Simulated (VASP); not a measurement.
A run of VASP 6.6.1:

Contents of POSCAR:

```
FeSi
1.0
    4.1916804006      0.0000000000      0.0000000000
    0.0000000000      4.1916804006      0.0000000000
    0.0000000000      0.0000000000      4.1916804006
Fe Si
4 4
Direct
    0.1411917610      0.1411917610      0.1411917610
    0.3588082390      0.8588082390      0.6411917610
    0.6411917610      0.3588082390      0.8588082390
    0.8588082390      0.6411917610      0.3588082390
    0.8432660100      0.8432660100      0.8432660100
    0.6567339900      0.1567339900      0.3432660100
    0.3432660100      0.6567339900      0.1567339900
    0.1567339900      0.3432660100      0.6567339900
```

Contents of INCAR.step1:

```
SYSTEM = FeSi
PREC = Accurate ; ENCUT = 600
ISMEAR = 0 ; SIGMA = 0.1
LREAL = .False. ; LASPH = .True.
NELM = 60 ; GGA = PE
ALGO = Normal ; EDIFF = 1E-4
LWAVE = .True. ; LCHARG = .False.
```

File INCAR.step2:

```
SYSTEM = FeSi
PREC = Accurate ; ENCUT = 600
EDIFF = 1E-6 ; ISMEAR = 0
SIGMA = 0.1 ; LREAL = .False.
LASPH = .True. ; NELM = 60
ALGO = Normal ; ISIF = 3
LWAVE = .False. ; LCHARG = .False.
METAGGA = R2SCAN ; LMIXTAU = .True.
IBRION = 2 ; NSW = 80
EDIFFG = -0.05 ; PSTRESS = 507.0
ISTART = 1
```

File KPOINTS:

```
Automatic mesh
0
Gamma
  6 6 6
  0 0 0
```

Potentials or basis: VASP PAW PBE potentials, release 64 (Fe, Si).

Launch:

```console
$ cat potpaw_PBE.64/Fe/POTCAR potpaw_PBE.64/Si/POTCAR > POTCAR
$ cp INCAR.step1 INCAR
$ mpirun -np 1 vasp_std > vasp.out
$ cp INCAR.step2 INCAR
$ mpirun -np 1 vasp_std > vasp.out
```

Hardware: 1 thread of Oxide Virtual Turin-like Processor, with other jobs on the host.

**Question.** Estimate the wall time of this run.

**Answer.** It took 9.5 min on 1 thread of Oxide Virtual Turin-like Processor (shared host), peak memory 0.22 GiB. Counts: k points 24, ion steps 3.
